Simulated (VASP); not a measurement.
La: relaxation of cell and atoms with LDA

Crystal: La.

```
La
1.0
     3.57596    0.00000    0.00000
    -1.78798    3.09688    0.00000
     0.00000    0.00000    5.91635
La
2
Direct
  0.33333 0.66667 0.25000
  0.66667 0.33333 0.75000
```

| Property | Result |
| --- | --- |
| Program | VASP 6.6.1 |
| Task | relaxation of cell and atoms |
| Functional | LDA |
| Potentials or basis | VASP PAW LDA potentials, release 64 (La) |
| Cutoff | 600 eV |
| k mesh | 14 × 14 × 8 |
| Occupations | fermi-dirac, width 0.1 eV |
| Spin | no spin polarisation |
| Target pressure | 1 GPa |
| Dipole correction | no |
| Further INCAR settings | ALGO = Normal; EDIFF = 1e-06; IBRION = 2; EDIFFG = -0.002; NSW = 100; ISIF = 3 |

```yaml
Relaxed_volume: 31.53 Å³/atom
Relaxed_cell: a = 3.525 Å, b = 3.525 Å, c = 5.859 Å, α = 90.00°, β = 90.00°, γ = 120.00°
Space_group_after_relaxing_to_0.1_Å: P6_3/mmc (No. 194)
Energy_change_on_relaxing_the_run_minimises_the_enthalpy: +3.5 meV/atom
Ionic_steps: 6
Pressure_after_relaxing: 1.0 GPa
Band_gap_on_the_k_mesh: zero (bands 11 and 12 overlap by 1.65 eV)
```

Step by step:
| step | energy change (eV) | largest force (eV/Å) | pressure (GPa) | volume (Å³) |
| --- | --- | --- | --- | --- |
| 1 | 0.0000 | 0.0000 | -0.09 | 65.52 |
| 2 | 0.0049 | 0.0000 | 0.83 | 63.43 |
| 3 | 0.0072 | 0.0000 | 1.01 | 63.04 |
| 4 | 0.0069 | 0.0000 | 0.98 | 63.09 |
| 5 | 0.0069 | 0.0000 | 1.00 | 63.08 |
| 6 | 0.0069 | 0.0000 | 1.00 | 63.06 |

Final structure:
```xyz
2
Lattice="3.5253 0.0000 0.0000 -1.7626 3.0530 0.0000 0.0000 0.0000 5.8591" Properties=species:S:1:pos:R:3 pbc="T T T"
La    0.0000    2.0353    1.4648
La    1.7626    1.0177    4.3943
```

Levels at points of the mesh, in eV from the Fermi level:
```csv
k point,band 7,band 8,band 9,band 10,band 11,band 12,band 13,band 14,band 15
"(0.00, 0.00, 0.00)",-15.12,-15.12,-2.97,-1.88,0.96,1.47,1.47,1.57,1.64
"(0.50, 0.00, 0.00)",-15.68,-15.43,-1.99,-1.45,-1.21,1.45,1.46,1.49,1.55
"(0.00, 0.00, 0.50)",-15.25,-15.25,-1.65,-1.65,0.72,0.72,1.56,1.56,1.56
"(0.50, 0.00, 0.50)",-15.67,-15.67,-1.94,-1.94,-0.69,-0.69,1.71,1.71,1.97
```

Run time: 15 min on 1 thread of Oxide Virtual Turin-like Processor (shared host), peak memory 0.26 GiB.

Caveat: the cell is relaxed towards a set pressure, so the run minimises the enthalpy, not the energy; spin-orbit coupling is left out, which moves the levels of the heavy elements. Zero-point motion and thermal expansion aren't in these numbers.
